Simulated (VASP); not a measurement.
Input of a VASP 6.6.1 run:

INCAR

```
ALGO     = Normal         # electronic algorithm
EDIFF    = 1E-8           # SCF threshold, eV
ENCUT    = 520            # plane-wave cutoff, eV
IBRION   = 8              # ionic algorithm
ISIF     = 2              # what is computed and relaxed
ISMEAR   = 0              # smearing method
LASPH    = True           # aspherical terms in the spheres
LCHARG   = False          # write CHGCAR
LREAL    = False          # projectors in reciprocal space
LWAVE    = False          # write WAVECAR
NELM     = 80             # most SCF steps
NSW      = 1              # ionic steps
PREC     = Accurate       # precision mode
SIGMA    = 0.01           # smearing width, eV
```

File KPOINTS:

```
k-points
0
Gamma
  8 8 4
```

Contents of POSCAR:

```
ZnO
1.0
    3.1742523832      0.0000000000      0.0000000000
   -1.5871261916      2.7489832019      0.0000000000
    0.0000000000      0.0000000000      5.1314537696
Zn O
2 2
Direct
    0.3333333333      0.6666666667      0.5002751823
    0.6666666667      0.3333333333      0.0002751823
    0.6666666667      0.3333333333      0.3787348177
    0.3333333333      0.6666666667      0.8787348177
```

Potentials or basis: VASP PAW LDA potentials, release 64 (Zn, O).

Launch:

```console
$ cat potpaw_LDA.64/Zn/POTCAR potpaw_LDA.64/O/POTCAR > POTCAR
$ mpirun -np 1 vasp_std > vasp.out
```

(1) Estimate the highest phonon frequency at Γ, LO-TO splitting left out.

Results:

(1) 571 cm⁻¹.

Caveat: the cell stands under pressure or tension, which shifts response properties.
